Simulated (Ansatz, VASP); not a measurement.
Two plane-wave programs on Pt

```
Pt
1.0
     2.70829    0.00000    0.00000
    -1.35415    2.34545    0.00000
     0.00000    0.00000    9.35302
Pt
4
Direct
  0.63638 0.31116 0.37500
  0.63638 0.31116 0.87500
  0.36362 0.68884 0.12500
  0.36362 0.68884 0.62500
```

Change from the starting cell: mode 1 frozen in at -0.052 Å and mode 2 at -0.052 Å (largest displacements).

Alike in both runs: task single point; functional LDA; k mesh 18 × 18 × 6; occupations gaussian, width 0.15 eV; no spin polarisation.

```csv
,VASP,Ansatz
version,VASP 6.6.1,Ansatz 0.2.0
potentials or method,"VASP PAW LDA potentials, release 64 (Pt), cutoff 520 eV","scalar-relativistic, plane waves, PAW"
valence electrons in the cell,40,72
```

VASP gave:

* gap on the k mesh at the Fermi level (eV): none
* pressure (GPa): 1.1
* traceless stress, the component that is largest in VASP (GPa): 0.44
* rms of the force components (eV/Å): 0.045

**Question.** What did Ansatz give for the same quantities?

**Answer.** gap on the k mesh at the Fermi level (eV): none; pressure (GPa): 0.3; traceless stress, the component that is largest in VASP (GPa): 0.26; rms of the force components (eV/Å): 0.047.

Ansatz warns that its potentials were made for another functional, while VASP's fit it. LDA's correlation is that of Perdew and Zunger in VASP and of Perdew and Wang (1992) in Ansatz. Atom by atom the forces differ by 0.003 eV/Å (rms over components). A gap of «none» marks a metal or a gap that the smearing closes. VASP's potentials hold 40 valence electrons a cell and Ansatz's 72, so a difference there can come from the potentials and not from the codes.

Neither program's run includes spin-orbit coupling.
